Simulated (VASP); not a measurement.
# AgCl (P4/mmm) in VASP: further runs

Runs on AgCl. Level: PBE. Tasks: electric field gradients.

Program: VASP 6.6.1. These are calculated values, not measurements. Logs are shortened: lines on timing, memory, paths and dates and some standing lists are left out, and cuts for length are marked.

## (1) The cell of the first run

It takes space group P4/mmm (No. 123, tetragonal). The conventional cell has a = 3.434 Å, b = 3.434 Å, c = 3.468 Å, α = 90.00°, β = 90.00°, γ = 90.00°. Ag (site symmetry 4/mmm) has 8 Cl at 2.98 Å and 6 Ag at 3.43 to 3.47 Å within 3.9 Å. Within 3.9 Å of Cl (site symmetry 4/mmm) lie 8 Ag at 2.98 Å and 6 Cl at 3.43 to 3.47 Å.

## (2) Electric field gradients, PBE (zz strain of +1 %)

INCAR

```
SYSTEM = AgCl
PREC = Accurate
ENCUT = 520
EDIFF = 1E-8
ISMEAR = -1
SIGMA = 0.01
LREAL = .FALSE.
LASPH = .TRUE.
NELM = 60
ALGO = Normal
ISIF = 2
LWAVE = .FALSE.
LCHARG = .FALSE.
GGA = PE
LEFG = .TRUE.
NBANDS = 16
```

KPOINTS

```
regular mesh
0
G
  9 9 9
  0 0 0
```

POSCAR

```
AgCl
1.0
    3.4339730000      0.0000000000      0.0000000000
    0.0000000000      3.4339730000      0.0000000000
    0.0000000000      0.0000000000      3.4683127300
Ag Cl
1 1
Direct
    0.0000000000      0.0000000000      0.0000000000
    0.5000000000      0.5000000000      0.5000000000
```

Potentials or basis: VASP PAW PBE potentials, release 64 (Ag, Cl).

On the command line:

```
$ cat potpaw_PBE.64/Ag/POTCAR potpaw_PBE.64/Cl/POTCAR > POTCAR
$ mpirun -np 1 vasp_std > vasp.out
```

OUTCAR:

```text
SYSTEM = AgCl
   PREC = Accurate
   ENCUT = 520
   EDIFF = 1E-8
   ISMEAR = -1
   LREAL = .FALSE.
   LASPH = .TRUE.
   NELM = 60
   ISIF = 2
   GGA = PE

 ion  position               nearest neighbor table
   1  0.000  0.000  0.000-   2 2.98   2 2.98   2 2.98   2 2.98   2 2.98   2 2.98   2 2.98   2 2.98

   2  0.500  0.500  0.500-   1 2.98   1 2.98   1 2.98   1 2.98   1 2.98   1 2.98   1 2.98   1 2.98

  LATTYP: Found a simple tetragonal cell.
 ALAT       =     3.4339730000
 C/A-ratio  =     1.0100000000

  Lattice vectors:

 A1 = (   3.4339730000,   0.0000000000,   0.0000000000)
 A2 = (   0.0000000000,   3.4339730000,   0.0000000000)
 A3 = (   0.0000000000,   0.0000000000,   3.4683127300)

Analysis of symmetry for initial positions (statically):
=====================================================================
 Subroutine PRICEL returns:
 Original cell was already a primitive cell.

 Routine SETGRP: Setting up the symmetry group for a
 simple tetragonal supercell.

 Subroutine GETGRP returns: Found 16 space group operations
 (whereof 16 operations were pure point group operations)
 out of a pool of 16 trial point group operations.

The static configuration has the point symmetry D_4h.

Analysis of symmetry for dynamics (positions and initial velocities):
=====================================================================
 Subroutine PRICEL returns:
 Original cell was already a primitive cell.

 Routine SETGRP: Setting up the symmetry group for a
 simple tetragonal supercell.

 Subroutine GETGRP returns: Found 16 space group operations
 (whereof 16 operations were pure point group operations)
 out of a pool of 16 trial point group operations.

The dynamic configuration has the point symmetry D_4h.

 Subroutine INISYM returns: Found 16 space group operations
 (whereof 16 operations are pure point group operations),
 and found     1 'primitive' translations

----------------------------------------------------------------------------------------

                                     Primitive cell

  volume of cell :      40.8989

  direct lattice vectors                    reciprocal lattice vectors
     3.433973000  0.000000000  0.000000000     0.291207881  0.000000000  0.000000000
[... 126 lines left out ...]
 Free energy of the ion-electron system (eV)
  ---------------------------------------------------
  ext. energy  EPLUGINS =         0.00000000
  ---------------------------------------------------
  free energy    TOTEN  =        -5.12081652 eV

  energy without entropy =       -5.12081652  energy(sigma->0) =       -5.12081652

 E-fermi :   3.9565     XC(G=0): -10.3318

 val. band max:        3.7399657020   @ k =   0.0000   0.0000   0.4444
 cond. band min:       4.3337188237   @ k =   0.0000   0.0000   0.0000
 fundamental gap:      0.5937531216
 Fermi energy:         3.9564643980

 k-point     1 :       0.0000    0.0000    0.0000
  band No.  band energies     occupation
      1     -10.7458      2.00000
      2       1.0787      2.00000
      3       1.0957      2.00000
      4       2.0014      2.00000
      5       2.0014      2.00000
      6       2.0117      2.00000
[... 433 lines left out ...]
      3       0.7755      2.00000
      4       1.1607      2.00000
      5       1.3270      2.00000
      6       1.9583      2.00000
[... 8 lines left out ...]
     15      18.6447      0.00000
     16      20.4491      0.00000

 [... further k-points ...]

------------------------ aborting loop because EDIFF is reached ----------------------------------------

  FORCE on cell =-STRESS in cart. coord.  units (eV):
  Direction    XX          YY          ZZ          XY          YZ          ZX
  --------------------------------------------------------------------------------------
  -------------------------------------------------------------------------------------
  Total       -0.1387109     -0.1387109     -0.2579955      0.0000000     -0.0000000      0.0000000
  in kB       -5.4338674     -5.4338674    -10.1067303      0.0000000     -0.0000000      0.0000000
  external PRESSURE =      -6.9914883 kB  Pullay stress =       0.0000000 kB

 VOLUME and BASIS-vectors are now :
 -----------------------------------------------------------------------------
  energy-cutoff  :      520.00
  volume of cell :       40.90
      direct lattice vectors                 reciprocal lattice vectors
     3.433973000  0.000000000  0.000000000     0.291207881  0.000000000  0.000000000
     0.000000000  3.433973000  0.000000000     0.000000000  0.291207881  0.000000000
     0.000000000  0.000000000  3.468312730     0.000000000  0.000000000  0.288324634

 POSITION                                       TOTAL-FORCE (eV/Angst)
 -----------------------------------------------------------------------------------
      0.00000      0.00000      0.00000         0.000000      0.000000      0.000000
      1.71699      1.71699      1.73416         0.000000      0.000000      0.000000
 -----------------------------------------------------------------------------------
    total drift:                               -0.000000      0.000000      0.000000

  FREE ENERGIE OF THE ION-ELECTRON SYSTEM (eV)
  ---------------------------------------------------
  free  energy   TOTEN  =        -5.1208165166 eV

  energy  without entropy=       -5.1208165166  energy(sigma->0) =       -5.12081652

 Electric field gradients (V/A^2)
---------------------------------------------------------------------
 ion       V_xx      V_yy      V_zz      V_xy      V_xz      V_yz
---------------------------------------------------------------------
   1       0.482     0.482    -0.964     0.000    -0.000     0.000
   2      -2.275    -2.275     4.550     0.000    -0.000    -0.000
---------------------------------------------------------------------

 Electric field gradients after diagonalization (V/A^2)
 (convention: |V_zz| > |V_xx| > |V_yy|)
----------------------------------------------------------------------
 ion       V_xx      V_yy      V_zz     asymmetry (V_yy - V_xx)/ V_zz
----------------------------------------------------------------------
   1       0.482     0.482    -0.964       0.000
   2      -2.275    -2.275     4.550       0.000
----------------------------------------------------------------------

           NMR quadrupolar parameters

 Cq : quadrupolar parameter    Cq=e*Q*V_zz/h
 eta: asymmetry parameters     (V_yy - V_xx)/ V_zz
 Q  : nuclear electric quadrupole moment in mb (millibarn)
----------------------------------------------------------------------
 ion       Cq(MHz)       eta       Q (mb)
----------------------------------------------------------------------
   1      -0.002       0.000       1.000
   2       0.011       0.000       1.000
----------------------------------------------------------------------
```

OSZICAR:

```text
N       E                     dE             d eps       ncg     rms          rms(c)
DAV:   1     0.101978455899E+03    0.10198E+03   -0.87770E+03  2424   0.102E+03
DAV:   2    -0.169487230906E+01   -0.10367E+03   -0.94884E+02  3008   0.224E+02
DAV:   3    -0.540198766941E+01   -0.37071E+01   -0.36994E+01  2952   0.449E+01
DAV:   4    -0.542552236840E+01   -0.23535E-01   -0.23533E-01  3104   0.388E+00
DAV:   5    -0.542580455764E+01   -0.28219E-03   -0.28219E-03  3000   0.417E-01    0.525E+00
DAV:   6    -0.513386645473E+01    0.29194E+00   -0.35694E-01  2944   0.850E+00    0.354E+00
DAV:   7    -0.512457120200E+01    0.92953E-02   -0.13882E-01  2608   0.250E+00    0.201E+00
DAV:   8    -0.512109305762E+01    0.34781E-02   -0.76287E-03  2832   0.877E-01    0.393E-01
DAV:   9    -0.512077149862E+01    0.32156E-03   -0.73460E-04  3144   0.412E-01    0.585E-02
DAV:  10    -0.512080783733E+01   -0.36339E-04   -0.14351E-04  2864   0.122E-01    0.473E-02
DAV:  11    -0.512081682431E+01   -0.89870E-05   -0.81325E-06  2920   0.239E-02    0.941E-03
DAV:  12    -0.512081655955E+01    0.26476E-06   -0.49652E-07  3088   0.594E-03    0.301E-03
DAV:  13    -0.512081662636E+01   -0.66812E-07   -0.20746E-07  2784   0.297E-03    0.181E-03
DAV:  14    -0.512081652651E+01    0.99852E-07   -0.27677E-08  2904   0.128E-03    0.678E-04
DAV:  15    -0.512081651656E+01    0.99469E-08   -0.37914E-09  1376   0.427E-04
   1 F= -.51208165E+01 E0= -.51208165E+01  d E =-.173404E-11
```

stdout:

```text
POSCAR found type information on POSCAR AgCl
 POSCAR found :  2 types and       2 ions
 scaLAPACK will be used
 LDA part: xc-table for (Slater+PW92), standard interpolation
 POSCAR, INCAR and KPOINTS ok, starting setup
 FFT: planning ... GRIDC
 FFT: planning ... GRID_SOFT
 FFT: planning ... GRID
 WAVECAR not read
 entering main loop
ion   1

ion   2
```

Run time: 44 s. Hardware: 1 thread of AMD EPYC 7R13 (Zen 3), shared host; peak memory 0.15 GiB.

Results:

```
Free energy                             : -5.1208 eV
Pressure                                : -0.7 GPa
Band gap on the k mesh                  : 0.59 eV (least direct gap 2.01 eV)
Largest electric field gradient by atom : Ag -1.0; Cl +4.5 V/Å²
```

Electric field gradients, principal values (V/Å²):
```tsv
atom	least	middle	greatest (by size)
1 Ag	0.482	0.482	-0.964
2 Cl	-2.275	-2.275	4.550
```

Caveat: the cell differs from its parent crystal (zz strain of +1 %); without QUAD_EFG the Cq values of the log hold for a quadrupole moment of 1 mb, not for the nuclei; an odd mesh through Γ misses points on the zone boundary, where band edges can lie.

## (3) Electric field gradients, PBE (zz strain of +2 %)

INCAR

```
  ALGO = Normal
  EDIFF = 1E-8
  ENCUT = 520
  GGA = PE
  ISIF = 2
  ISMEAR = -1
  LASPH = T
  LCHARG = F
  LEFG = T
  LREAL = F
  LWAVE = F
  NBANDS = 16
  NELM = 80
  PREC = Accurate
  SIGMA = 0.01
```

KPOINTS

```
k-points
0
Gamma
  9 9 9
```

POSCAR, as its differences from that of step 2:

```diff
@@ -4,3 +4,3 @@
     0.0000000000      3.4339730000      0.0000000000
-    0.0000000000      0.0000000000      3.4683127300
+    0.0000000000      0.0000000000      3.5026524600
 Ag Cl
```

Potentials or basis: VASP PAW PBE potentials, release 64 (Ag, Cl).

On the command line:

```
$ cat potpaw_PBE.64/Ag/POTCAR potpaw_PBE.64/Cl/POTCAR > POTCAR
$ mpirun -np 1 vasp_std > vasp.out
```

OUTCAR:

```text
EDIFF = 1E-8
   ENCUT = 520
   GGA = PE
   ISIF = 2
   ISMEAR = -1
   LASPH = T
   LREAL = F
   NELM = 80
   PREC = Accurate

 ion  position               nearest neighbor table
   1  0.000  0.000  0.000-   2 2.99   2 2.99   2 2.99   2 2.99   2 2.99   2 2.99   2 2.99   2 2.99

   2  0.500  0.500  0.500-   1 2.99   1 2.99   1 2.99   1 2.99   1 2.99   1 2.99   1 2.99   1 2.99

  LATTYP: Found a simple tetragonal cell.
 ALAT       =     3.4339730000
 C/A-ratio  =     1.0200000000

  Lattice vectors:

 A1 = (   3.4339730000,   0.0000000000,   0.0000000000)
 A2 = (   0.0000000000,   3.4339730000,   0.0000000000)
 A3 = (   0.0000000000,   0.0000000000,   3.5026524600)

Analysis of symmetry for initial positions (statically):
=====================================================================
 Subroutine PRICEL returns:
 Original cell was already a primitive cell.

 Routine SETGRP: Setting up the symmetry group for a
 simple tetragonal supercell.
[... 646 lines left out ...]
      direct lattice vectors                 reciprocal lattice vectors
     3.433973000  0.000000000  0.000000000     0.291207881  0.000000000  0.000000000
     0.000000000  3.433973000  0.000000000     0.000000000  0.291207881  0.000000000
     0.000000000  0.000000000  3.502652460     0.000000000  0.000000000  0.285497922

 POSITION                                       TOTAL-FORCE (eV/Angst)
 -----------------------------------------------------------------------------------
      0.00000      0.00000      0.00000         0.000000      0.000000      0.000000
      1.71699      1.71699      1.75133         0.000000      0.000000      0.000000
 -----------------------------------------------------------------------------------
    total drift:                                0.000000      0.000000      0.000000

  FREE ENERGIE OF THE ION-ELECTRON SYSTEM (eV)
  ---------------------------------------------------
  free  energy   TOTEN  =        -5.1175537238 eV

  energy  without entropy=       -5.1175537238  energy(sigma->0) =       -5.11755372

 Electric field gradients (V/A^2)
---------------------------------------------------------------------
 ion       V_xx      V_yy      V_zz      V_xy      V_xz      V_yz
---------------------------------------------------------------------
   1       0.957     0.957    -1.914    -0.000    -0.000     0.000
   2      -4.487    -4.487     8.974     0.000    -0.000     0.000
---------------------------------------------------------------------

 Electric field gradients after diagonalization (V/A^2)
 (convention: |V_zz| > |V_xx| > |V_yy|)
----------------------------------------------------------------------
 ion       V_xx      V_yy      V_zz     asymmetry (V_yy - V_xx)/ V_zz
----------------------------------------------------------------------
   1       0.957     0.957    -1.914       0.000
   2      -4.487    -4.487     8.974       0.000
----------------------------------------------------------------------

           NMR quadrupolar parameters

 Cq : quadrupolar parameter    Cq=e*Q*V_zz/h
 eta: asymmetry parameters     (V_yy - V_xx)/ V_zz
 Q  : nuclear electric quadrupole moment in mb (millibarn)
----------------------------------------------------------------------
 ion       Cq(MHz)       eta       Q (mb)
----------------------------------------------------------------------
   1      -0.005       0.000       1.000
   2       0.022       0.000       1.000
----------------------------------------------------------------------
```

It took 50 s on 1 thread of AMD EPYC 7R13 (Zen 3), shared host; peak memory 0.16 GiB.

Results:

```
Free energy                             : -5.1176 eV
Pressure                                : -1.1 GPa
Band gap on the k mesh                  : 0.58 eV (least direct gap 1.95 eV)
Largest electric field gradient by atom : Ag -1.9; Cl +9.0 V/Å²
```

Levels at points of the mesh, in eV from the valence-band top:
```csv
k point,band 5,band 6,band 7,band 8,band 9,band 10,band 11,band 12,band 13,band 14
"(0.00, 0.00, 0.00)",-1.73,-1.71,-1.54,-1.36,-1.36,0.58,9.41,9.54,13.31,13.63
```

Electric field gradients, principal values (V/Å²):
```tsv
atom	least	middle	greatest (by size)
1 Ag	0.957	0.957	-1.914
2 Cl	-4.487	-4.487	8.974
```

Caveat: the cell differs from its parent crystal (zz strain of +2 %); without QUAD_EFG the Cq values of the log hold for a quadrupole moment of 1 mb, not for the nuclei; an odd mesh through Γ misses points on the zone boundary, where band edges can lie.

(Part 1 of 2 ends here.)
